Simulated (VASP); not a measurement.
**KCl: single point with PBEsol**

Crystal: KCl.

```
CELL_PARAMETERS angstrom
3.04084 0.00000 0.00000
0.00000 3.04084 0.00000
0.00000 0.00000 3.04084
ATOMIC_POSITIONS crystal
K 0.00000 0.00000 0.00000
Cl 0.50000 0.50000 0.50000
```

```yaml
Program: VASP 6.6.1
Task: single point
Functional: PBEsol
Potentials_or_basis: VASP PAW PBE potentials, release 64 (K_sv, Cl)
Cutoff: 500 eV
k_mesh: 8 × 8 × 8
Occupations: gaussian, width 0.01 eV
Spin: no spin polarisation
Dipole_correction: no
Further_INCAR_settings: ALGO = Normal; EDIFF = 1e-06; NBANDS = 15
```

- Pressure: 62.5 GPa
- Band gap on the k mesh: 4.25 eV (least direct gap 4.34 eV)

Levels at points of the mesh, in eV from the valence-band top:
| k point | band 4 | band 5 | band 6 | band 7 | band 8 | band 9 | band 10 | band 11 | band 12 | band 13 |
| --- | --- | --- | --- | --- | --- | --- | --- | --- | --- | --- |
| (0.00, 0.00, 0.00) | -10.98 | -10.98 | -0.09 | -0.09 | -0.09 | 4.25 | 4.25 | 9.94 | 11.79 | 11.79 |
| (0.50, 0.00, 0.00) | -10.62 | -9.82 | -4.44 | -0.93 | -0.93 | 6.97 | 9.20 | 12.03 | 12.10 | 13.01 |
| (0.50, 0.50, 0.00) | -12.72 | -10.41 | -2.07 | -2.07 | 0.00 | 5.60 | 7.66 | 8.38 | 8.38 | 15.45 |
| (0.50, 0.50, 0.50) | -11.97 | -11.97 | -4.30 | -4.30 | -4.30 | 11.42 | 11.42 | 11.42 | 13.62 | 13.62 |

Run time: 6 s on 1 thread of Intel(R) Xeon(R) 6975P-C (Granite Rapids) (shared host), peak memory 0.14 GiB.

Caveat: the cell stands under pressure; the PAW data sets were made with another functional, which shifts forces and pressure a little. A k mesh can miss the band edges.
